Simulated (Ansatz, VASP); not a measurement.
## One calculation of CuO, two programs

```
CELL_PARAMETERS angstrom
1.99097 -2.15355 0.00000
1.99097 2.15355 0.00000
0.00000 0.00000 5.15593
ATOMIC_POSITIONS crystal
Cu 0.00000 0.50000 0.00000
Cu 0.50000 0.00000 0.50000
O 0.50000 0.50000 0.25000
O 0.50000 0.50000 0.75000
```

Alike in both runs: task single point; functional PBEsol; k mesh 1 × 1 × 1; occupations gaussian, width 0.1 eV; no spin polarisation.

```csv
,VASP,Ansatz
version,VASP 6.6.1,Ansatz 0.2.0
potentials or method,"VASP PAW PBE potentials, release 64 (Cu, O), cutoff 520 eV","scalar-relativistic, plane waves, PAW"
valence electrons in the cell,34,50
```

```csv
,VASP,Ansatz,Ansatz less VASP
gap on the k mesh at the Fermi level (eV),0.05,0.06,+0.001
least direct gap on the mesh (eV),0.05,0.06,+0.001
pressure (GPa),-5.5,-5.6,-0.14
"traceless stress, the component that is largest in VASP (GPa)",21.18,20.57,-0.603
```

VASP's potentials were made for PBE, not for PBEsol. The functional is the same, so the differences come from potentials, cutoffs and numerics. VASP's potentials hold 34 valence electrons a cell and Ansatz's 50, so a difference there can come from the potentials and not from the codes.

The k mesh is coarse, so the values compare programs but aren't converged.
